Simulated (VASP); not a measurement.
# I (Fd-3m) in VASP: further runs

I is run at these levels: PBE; tasks: relaxation of cell and atoms.

Everything below comes from runs of VASP 6.6.1. Logs are shortened: lines on timing, memory, paths and dates and some standing lists are left out, and cuts for length are marked.

## (1) The cell of the first run

Symmetry: Fd-3m, No. 227, cubic system. The conventional cell has a = 6.990 Å, b = 6.990 Å, c = 6.990 Å, α = 90.00°, β = 90.00°, γ = 90.00°. I (site symmetry -43m) has 4 I at 3.03 Å within 4.0 Å.

## (2) Relaxation of cell and atoms, PBE

INCAR reads:

```
SYSTEM = I
PREC = Accurate ; ENCUT = 600
EDIFF = 1E-7 ; ISMEAR = -1
SIGMA = 0.02 ; LREAL = .FALSE.
LASPH = .TRUE. ; NELM = 60
ALGO = Normal ; ISIF = 3
LWAVE = .FALSE. ; LCHARG = .FALSE.
GGA = PE ; IBRION = 2
NSW = 50 ; EDIFFG = -0.03
```

KPOINTS reads:

```
regular mesh
0
G
  5 5 5
  0 0 0
```

POSCAR reads:

```
I
1.0
    0.0000000000      3.4950000000      3.4950000000
    3.4950000000      0.0000000000      3.4950000000
    3.4950000000      3.4950000000      0.0000000000
I
2
Direct
    0.0000000000      0.0000000000      0.0000000000
    0.2500000000      0.2500000000      0.2500000000
```

Potentials or basis: VASP PAW PBE potentials, release 64 (I).

Run with:

```sh
> cat potpaw_PBE.64/I/POTCAR > POTCAR
> mpirun -np 1 vasp_std > vasp.out
```

OUTCAR:

```text
SYSTEM = I
   PREC = Accurate
   ENCUT = 600
   EDIFF = 1E-7
   ISMEAR = -1
   LREAL = .FALSE.
   LASPH = .TRUE.
   NELM = 60
   ISIF = 3
   GGA = PE
   IBRION = 2
   NSW = 50
   EDIFFG = -0.03

 ion  position               nearest neighbor table
   1  0.000  0.000  0.000-   2 3.03   2 3.03   2 3.03   2 3.03
   2  0.250  0.250  0.250-   1 3.03   1 3.03   1 3.03   1 3.03

  LATTYP: Found a face centered cubic cell.
 ALAT       =     6.9900000000

  Lattice vectors:

 A1 = (   0.0000000000,   3.4950000000,   3.4950000000)
 A2 = (   3.4950000000,   0.0000000000,   3.4950000000)
 A3 = (   3.4950000000,   3.4950000000,   0.0000000000)

Analysis of symmetry for initial positions (statically):
=====================================================================
 Subroutine PRICEL returns:
 Original cell was already a primitive cell.

 Routine SETGRP: Setting up the symmetry group for a
 face centered cubic supercell.

 Subroutine GETGRP returns: Found 48 space group operations
 (whereof 24 operations were pure point group operations)
 out of a pool of 48 trial point group operations.

The static configuration has the point symmetry T_d .
 The point group associated with its full space group is O_h .

Analysis of symmetry for dynamics (positions and initial velocities):
=====================================================================
 Subroutine PRICEL returns:
 Original cell was already a primitive cell.

 Routine SETGRP: Setting up the symmetry group for a
 face centered cubic supercell.

 Subroutine GETGRP returns: Found 48 space group operations
 (whereof 24 operations were pure point group operations)
 out of a pool of 48 trial point group operations.

The dynamic configuration has the point symmetry T_d .
 The point group associated with its full space group is O_h .

 Subroutine INISYM returns: Found 48 space group operations
 (whereof 24 operations are pure point group operations),
 and found     1 'primitive' translations

----------------------------------------------------------------------------------------

                                     Primitive cell

  volume of cell :      85.3830

  direct lattice vectors                    reciprocal lattice vectors
     0.000000000  3.495000000  3.495000000    -0.143061516  0.143061516  0.143061516
     3.495000000  0.000000000  3.495000000     0.143061516 -0.143061516  0.143061516
     3.495000000  3.495000000  0.000000000     0.143061516  0.143061516 -0.143061516

  length of vectors
     4.942676400  4.942676400  4.942676400     0.247789815  0.247789815  0.247789815

  position of ions in fractional coordinates (direct lattice)
     0.000000000  0.000000000  0.000000000
     0.250000000  0.250000000  0.250000000

  ion indices of the primitive-cell ions
   primitive index   ion index
                 1           1
                 2           2

----------------------------------------------------------------------------------------

 KPOINTS: regular mesh

Automatic generation of k-mesh.
 Grid dimensions read from file:
 generate k-points for:    5    5    5

 Generating k-lattice:

  Cartesian coordinates                     Fractional coordinates (reciprocal lattice)
    -0.028612303  0.028612303  0.028612303     0.200000000  0.000000000  0.000000000
     0.028612303 -0.028612303  0.028612303     0.000000000  0.200000000  0.000000000
     0.028612303  0.028612303 -0.028612303     0.000000000  0.000000000  0.200000000

  Length of vectors
     0.049557963  0.049557963  0.049557963

  Shift w.r.t. Gamma in fractional coordinates (k-lattice)
     0.000000000  0.000000000  0.000000000

 Subroutine IBZKPT returns following result:
 ===========================================

 Found     10 irreducible k-points:

 Following reciprocal coordinates:
            Coordinates               Weight
  0.000000  0.000000  0.000000      1.000000
  0.200000  0.000000  0.000000      8.000000
  0.400000  0.000000  0.000000      8.000000
  0.200000  0.200000  0.000000      6.000000
  0.400000  0.200000  0.000000     24.000000
 -0.400000  0.200000  0.000000     24.000000
 -0.200000  0.200000  0.000000     12.000000
  0.400000  0.400000  0.000000      6.000000
 -0.400000  0.400000  0.000000     12.000000
 -0.400000  0.400000  0.200000     24.000000
   k-points           NKPTS =     10   k-points in BZ     NKDIM =     10   number of bands    NBANDS=     11
   number of dos      NEDOS =    301   number of ions     NIONS =      2
   total plane-waves  NPLWV =  64000
   dimension x,y,z NGX =    40 NGY =   40 NGZ =   40
   dimension x,y,z NGXF=    80 NGYF=   80 NGZF=   80
   ions per type =               2
   NGX,Y,Z   is equivalent  to a cutoff of  13.45, 13.45, 13.45 a.u.
   NGXF,Y,Z  is equivalent  to a cutoff of  26.91, 26.91, 26.91 a.u.
 SYSTEM =  I
   PREC   = accura    normal or accurate (medium, high low for compatibility)
   ISTART =      0    job   : 0-new  1-cont  2-samecut
   ICHARG =      2    charge: 1-file 2-atom 10-const
   ISPIN  =      1    spin polarized calculation?
   LNONCOLLINEAR =      F non collinear calculations
   LSORBIT =      F    spin-orbit coupling
   LASPH  =      T    aspherical Exc in radial PAW
   ENCUT  =  600.0 eV  44.10 Ry    6.64 a.u.   9.87  9.87  9.87*2*pi/ulx,y,z
   NELM   =     60;   NELMIN=  2; NELMDL= -5     # of ELM steps
   EDIFF  = 0.1E-06   stopping-criterion for ELM
   LREAL  =      F    real-space projection
   EDIFFG = -.3E-01   stopping-criterion for IOM
   NSW    =     50    number of steps for IOM
   IBRION =      2    ionic relax: 0-MD 1-quasi-New 2-CG
   NFREE  =      1    steps in history (QN), initial steepest desc. (CG)
   ISIF   =      3    stress and relaxation
   ISYM   =      2    0-nonsym 1-usesym 2-fastsym
   POTIM  = 0.5000    time-step for ionic-motion
   TEBEG  =    0.0;   TEEND  =   0.0 temperature during run
   PSTRESS=    0.0 pullay stress
   NELECT =      14.0000    total number of electrons
   NUPDOWN=      -1.0000    fix difference up-down
   EMIN   =  10.00;   EMAX   =-10.00  energy-range for DOS
   EFERMI =   0.00;   METHOD = LEGACY
   ISMEAR =    -1;   SIGMA  =   0.02  broadening in eV -4-tet -1-fermi 0-gaus
   EFERMI_NEDOS =   21; number of points for ismear=-14 and -15
   IALGO  =     38    algorithm
   IMIX   =      4    mixing-type and parameters
     AMIX     =   0.40;   BMIX     =  1.00
     AMIX_MAG =   1.60;   BMIX_MAG =  1.00
  volume/ion in A,a.u.               =      42.69       288.10
  Fermi-wavevector in a.u.,A,eV,Ry     =   0.896039  1.693269 10.923930  0.802886
  Thomas-Fermi vector in A             =   2.018447
   LORBIT       =      0    0 simple, 1 ext, 2 COOP (PROOUT), +10 PAW based schemes
   GGA     = PE    functional components
   LHFCALC =     F    Hartree Fock is set to
   AEXX    =    0.0000 exact exchange contribution
   IVDW    =     0    specifies the selected vdW correction
   LEPSILON=     F    determine dielectric tensor
   LRPA    =     F    only Hartree local field effects (RPA)
 conjugate gradient relaxation of ions
 non-spin polarized calculation
  energy-cutoff  :      600.00
  volume of cell :       85.38
 maximum number of plane-waves:      2869
   NGX = 19   NGY = 19   NGZ = 19

--------------------------------------- Ionic step        1  -------------------------------------------

 number of electron      14.0000000 magnetization

 Free energy of the ion-electron system (eV)
  ---------------------------------------------------
  ext. energy  EPLUGINS =         0.00000000
  ---------------------------------------------------
  free energy    TOTEN  =        -1.24764776 eV

  energy without entropy =       -1.24071408  energy(sigma->0) =       -1.24418092

------------------------ aborting loop because EDIFF is reached ----------------------------------------

  FORCE on cell =-STRESS in cart. coord.  units (eV):
  Direction    XX          YY          ZZ          XY          YZ          ZX
  --------------------------------------------------------------------------------------
  -------------------------------------------------------------------------------------
  Total        4.7089257      4.7089257      4.7089257      0.0000000     -0.0000000      0.0000000
  in kB       88.3610541     88.3610541     88.3610541      0.0000000     -0.0000000      0.0000000
  external PRESSURE =      88.3610541 kB  Pullay stress =       0.0000000 kB

 VOLUME and BASIS-vectors are now :
 -----------------------------------------------------------------------------
  energy-cutoff  :      600.00
  volume of cell :       85.38
      direct lattice vectors                 reciprocal lattice vectors
     0.000000000  3.495000000  3.495000000    -0.143061516  0.143061516  0.143061516
     3.495000000  0.000000000  3.495000000     0.143061516 -0.143061516  0.143061516
     3.495000000  3.495000000  0.000000000     0.143061516  0.143061516 -0.143061516

 POSITION                                       TOTAL-FORCE (eV/Angst)
 -----------------------------------------------------------------------------------
      0.00000      0.00000      0.00000        -0.000000     -0.000000     -0.000000
      1.74750      1.74750      1.74750         0.000000      0.000000      0.000000
 -----------------------------------------------------------------------------------
    total drift:                               -0.000000      0.000000      0.000000

  FREE ENERGIE OF THE ION-ELECTRON SYSTEM (eV)
  ---------------------------------------------------
  free  energy   TOTEN  =        -1.2476477630 eV
[... 17 lines left out ...]
 VOLUME and BASIS-vectors are now :
 -----------------------------------------------------------------------------
  energy-cutoff  :      600.00
  volume of cell :      117.91
      direct lattice vectors                 reciprocal lattice vectors
     0.000000000  3.891981455  3.891981455    -0.128469266  0.128469266  0.128469266
     3.891981455 -0.000000000  3.891981455     0.128469266 -0.128469266  0.128469266
     3.891981455  3.891981455 -0.000000000     0.128469266  0.128469266 -0.128469266

 POSITION                                       TOTAL-FORCE (eV/Angst)
 -----------------------------------------------------------------------------------
      7.78396      7.78396      7.78396        -0.000000     -0.000000     -0.000000
      1.94599      1.94599      1.94599         0.000000      0.000000      0.000000
 -----------------------------------------------------------------------------------
    total drift:                               -0.000000      0.000000      0.000000

  FREE ENERGIE OF THE ION-ELECTRON SYSTEM (eV)
  ---------------------------------------------------
  free  energy   TOTEN  =        -1.9439533784 eV

  energy  without entropy=       -1.9385359941  energy(sigma->0) =       -1.94124469

--------------------------------------- Ionic step        3  -------------------------------------------

 number of electron      13.9999999 magnetization

 Free energy of the ion-electron system (eV)
  ---------------------------------------------------
  ext. energy  EPLUGINS =         0.00000000
  ---------------------------------------------------
  free energy    TOTEN  =        -1.94521617 eV

  energy without entropy =       -1.93955931  energy(sigma->0) =       -1.94238774

 E-fermi :   0.3057     XC(G=0):  -6.4156

 val. band max:        0.2170108490   @ k =   0.4000   0.2000   0.0000
 cond. band min:       0.3221830933   @ k =   0.4000   0.2000   0.0000
 fundamental gap:      0.1051722443
 Fermi energy:         0.3057389383

 k-point     1 :       0.0000    0.0000    0.0000
  band No.  band energies     occupation
      1     -12.5533      2.00000
      2     -10.7206      2.00000
      3      -2.2225      2.00000
      4      -2.2225      2.00000
      5      -2.2225      2.00000
      6      -0.5167      2.00000
      7      -0.5167      2.00000
      8      -0.5167      2.00000
      9       4.7620      0.00000
     10       7.2582      0.00000
     11       7.2582      0.00000

 k-point     2 :       0.2000    0.0000    0.0000
  band No.  band energies     occupation
      1     -12.4463      2.00000
      2     -10.8793      2.00000
      3      -2.3578      2.00000
      4      -2.3578      2.00000
      5      -2.3274      2.00000
      6      -0.3307      2.00000
      7      -0.3172      2.00000
      8      -0.3172      2.00000
      9       5.3625      0.00000
     10       6.9673      0.00000
     11       6.9673      0.00000

 k-point     3 :       0.4000    0.0000    0.0000
  band No.  band energies     occupation
      1     -12.2118      2.00000
      2     -11.1946      2.00000
      3      -2.5327      2.00000
      4      -2.5327      2.00000
      5      -2.5179      2.00000
      6      -0.0428      2.00000
      7      -0.0428      2.00000
      8       0.0991      1.99993
      9       6.2484      0.00000
     10       7.1335      0.00000
     11       7.1335      0.00000
[... 109 lines left out ...]
 VOLUME and BASIS-vectors are now :
 -----------------------------------------------------------------------------
  energy-cutoff  :      600.00
  volume of cell :      120.75
      direct lattice vectors                 reciprocal lattice vectors
     0.000000000  3.922992142  3.922992142    -0.127453735  0.127453735  0.127453735
     3.922992142 -0.000000000  3.922992142     0.127453735 -0.127453735  0.127453735
     3.922992142  3.922992142 -0.000000000     0.127453735  0.127453735 -0.127453735

 POSITION                                       TOTAL-FORCE (eV/Angst)
 -----------------------------------------------------------------------------------
      0.00000      0.00000      0.00000        -0.000000      0.000000      0.000000
      1.96150      1.96150      1.96150         0.000000     -0.000000     -0.000000
 -----------------------------------------------------------------------------------
    total drift:                               -0.000000      0.000000      0.000000

  FREE ENERGIE OF THE ION-ELECTRON SYSTEM (eV)
  ---------------------------------------------------
  free  energy   TOTEN  =        -1.9452161664 eV

  energy  without entropy=       -1.9395593072  energy(sigma->0) =       -1.94238774

 reached required accuracy - stopping structural energy minimisation
```

Wall time 62 s (1 thread of AMD EPYC 7R13, shared host); peak memory 0.2 GiB.

Results:

```yaml
Free_energy: -1.9452 eV
Relaxed_volume: 60.37 Å³/atom
Relaxed_cell: a = 5.548 Å, b = 5.548 Å, c = 5.548 Å, α = 60.00°, β = 60.00°, γ = 60.00°
Space_group_after_relaxing_to_0.1_Å: Fd-3m (No. 227)
Energy_gained_by_relaxing: 348.8 meV/atom
Ionic_steps: 3
Pressure_after_relaxing: -0.1 GPa
Band_gap_on_the_k_mesh: zero (bands 7 and 8 overlap by 1.07 eV)
```

The path:
```tsv
step	energy change (eV)	largest force (eV/Å)	pressure (GPa)	volume (Å³)
1	0.0000	0.0000	8.84	85.38
2	-0.6963	0.0000	0.22	117.91
3	-0.6976	0.0000	-0.07	120.75
```

Final structure:
```
I
1.0
     0.00000    3.92299    3.92299
     3.92299    0.00000    3.92299
     3.92299    3.92299    0.00000
I
2
Direct
  0.00000 0.00000 0.00000
  0.25000 0.25000 0.25000
```

Levels at points of the mesh, in eV from the Fermi level:
```tsv
k point	band 3	band 4	band 5	band 6	band 7	band 8	band 9	band 10	band 11
(0.00, 0.00, 0.00)	-2.53	-2.53	-2.53	-0.82	-0.82	-0.82	4.46	6.95	6.95
```

Caveat: the volume moved by over 15 % at a fixed basis, so the end points are rough; spin-orbit coupling is left out, which moves the levels of the heavy elements.

## (3) Relaxation of cell and atoms, PBE, target pressure 5 GPa, at which the enthalpy is minimised

INCAR reads:

```
SYSTEM = I
  ALGO = Normal
  EDIFF = 1E-7
  EDIFFG = -0.03
  ENCUT = 600
  GGA = PE
  IBRION = 2
  ISIF = 3
  ISMEAR = -1
  LASPH = .True.
  LCHARG = .False.
  LREAL = .False.
  LWAVE = .False.
  NELM = 100
  NSW = 50
  PREC = Accurate
  PSTRESS = 50.0
  SIGMA = 0.02
```

KPOINTS reads:

```
k-points
0
Gamma
  5 5 5
  0 0 0
```

POSCAR is that of step 2.

Potentials or basis: VASP PAW PBE potentials, release 64 (I).

Run with:

```sh
> cat potpaw_PBE.64/I/POTCAR > POTCAR
> mpirun -np 1 vasp_std > vasp.out
```

Wall time 59 s (1 thread of AMD EPYC 7R13, shared host); peak memory 0.2 GiB.

It converged, with:

- Free energy: -1.6286 eV
- Relaxed volume: 47.18 Å³/atom
- Relaxed cell: a = 5.110 Å, b = 5.110 Å, c = 5.110 Å, α = 60.00°, β = 60.00°, γ = 60.00°
- Space group after relaxing (to 0.1 Å): Fd-3m (No. 227)
- Energy change on relaxing (the run minimises the enthalpy): -190.5 meV/atom
- Ionic steps: 3
- Pressure after relaxing: 5.0 GPa
- Band gap on the k mesh: zero (bands 7 and 8 overlap by 1.75 eV)

The path:
| step | energy change (eV) | largest force (eV/Å) | pressure (GPa) | volume (Å³) |
| --- | --- | --- | --- | --- |
| 1 | 0.0000 | 0.0000 | 8.84 | 85.38 |
| 2 | -0.4960 | 0.0000 | 3.67 | 98.65 |
| 3 | -0.3809 | 0.0000 | 5.00 | 94.37 |

Final structure:
```
I
1.0
     0.00000    3.61353    3.61353
     3.61353    0.00000    3.61353
     3.61353    3.61353    0.00000
I
2
Direct
  0.00000 0.00000 0.00000
  0.25000 0.25000 0.25000
```

Levels at points of the mesh, in eV from the Fermi level:
```tsv
k point	band 3	band 4	band 5	band 6	band 7	band 8	band 9	band 10	band 11
(0.00, 0.00, 0.00)	-3.57	-3.57	-3.57	-1.34	-1.34	-1.34	4.03	6.32	6.32
```

Caveat: the cell is relaxed towards a set pressure, so the run minimises the enthalpy, not the energy; spin-orbit coupling is left out, which moves the levels of the heavy elements.

(Part 1 of 2 ends here.)
